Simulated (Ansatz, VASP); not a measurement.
## One calculation of C, two programs

File INCAR:

```
PREC = Accurate
ENCUT = 520
EDIFF = 1E-6
ISMEAR = 0
SIGMA = 0.15
LREAL = F
LASPH = T
NELM = 100
ALGO = Normal
ISIF = 2
LWAVE = F
LCHARG = F
GGA = PE
IVDW = 12
NBANDS = 11
```

File KPOINTS:

```
regular mesh
0
Gamma
  21 21 12
```

Contents of POSCAR:

```
C
1.0
    2.5262765552      0.0000000000      0.0000000000
   -1.2631382776      2.1878196737      0.0000000000
    0.0000000000      0.0000000000      3.6612690175
C
2
Direct
    0.3239632741      0.6479265481      0.0000000000
    0.6760367259      0.3520734519      0.0000000000
```

Input for Ansatz:

```yaml
crystal:
  lattice:
    - [2.5262765552, 0.0, 0.0]
    - [-1.2631382776, 2.1878196737, 0.0]
    - [0.0, 0.0, 3.6612690175]
  atoms:
    - { symbol: C, position: [0.3239632741, 0.6479265481, 0.0] }
    - { symbol: C, position: [0.6760367259, 0.3520734519, 0.0] }
basis:
  ecutwfc: 520.0
kpoints:
  mp_grid: { grid: [21, 21, 12] }
hamiltonian:
  xc: pbe
  pseudopotentials: { kind: paw, azcp: { folder: soft_1 } }
  dispersion: d3bj
scf:
  occupations: { method: gaussian, width: 0.15 }
output:
  forces: true
  stress: true
  eigenvalues: true
  write_density: true
  write_potential: true
  elf: true
  volumetric_format: npy
```

Change from the starting cell: mode 6 frozen in at -0.040 Å, equal normal strain along x, y and z +0.0250.

Alike in both runs: task single point; functional PBE; dispersion D3(BJ); k mesh 21 × 21 × 12; occupations gaussian, width 0.15 eV; no spin polarisation.

```csv
,VASP,Ansatz
version,VASP 6.6.1,Ansatz 0.2.0
potentials or method,"VASP PAW PBE potentials, release 64 (C), cutoff 520 eV","scalar-relativistic, plane waves, PAW"
valence electrons in the cell,8,8
```

```tsv
	VASP	Ansatz	Ansatz less VASP
gap on the k mesh at the Fermi level (eV)	none	none	-
pressure (GPa)	-15.1	-15.4	-0.32
traceless stress, the component that is largest in VASP (GPa)	14.59	14.98	+0.390
rms of the force components (eV/Å)	1.912	1.904	-0.0085
```

Atom by atom the forces differ by 0.009 eV/Å (rms over components). A gap of «none» marks a metal or a gap that the smearing closes.
